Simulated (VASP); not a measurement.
Input of a VASP 6.6.1 run:

The input INCAR:

```
PREC     = Accurate       # precision mode
ENCUT    = 520            # plane-wave cutoff, eV
EDIFF    = 1E-8           # SCF threshold, eV
ISMEAR   = -1             # smearing method
SIGMA    = 0.05           # smearing width, eV
LREAL    = False          # projectors in reciprocal space
LASPH    = True           # aspherical terms in the spheres
NELM     = 60             # most SCF steps
ALGO     = Normal         # electronic algorithm
ISIF     = 2              # what is computed and relaxed
LWAVE    = False          # write WAVECAR
LCHARG   = False          # write CHGCAR
GGA      = PS             # functional
NBANDS   = 10             # bands
IBRION   = 8              # ionic algorithm
NSW      = 1              # ionic steps
```

Contents of KPOINTS:

```
regular mesh
0
Gamma
  8 8 5
```

The input POSCAR:

```
Al
1.0
    2.8124553515      0.0000000000      0.0000000000
   -1.4062276757      2.4356577814      0.0000000000
    0.0000000000      0.0000000000      4.8668500000
Al
2
Direct
    0.3333333333      0.6666666667      0.2500000000
    0.6666666667      0.3333333333      0.7500000000
```

Potentials or basis: VASP PAW PBE potentials, release 64 (Al).

Run with:

```bash
$ cat potpaw_PBE.64/Al/POTCAR > POTCAR
$ mpirun -np 1 vasp_std > vasp.out
```

Problem. Estimate the highest phonon frequency at Γ.

Solution. 295 cm⁻¹.

Phonon frequencies in cm⁻¹ (negative: imaginary):
```
              q point        frequencies
(0.000, 0.000, 0.000)  0 0 0 126 126 295
```

Caveat: the cell wasn't relaxed at this level first, which shifts response properties.
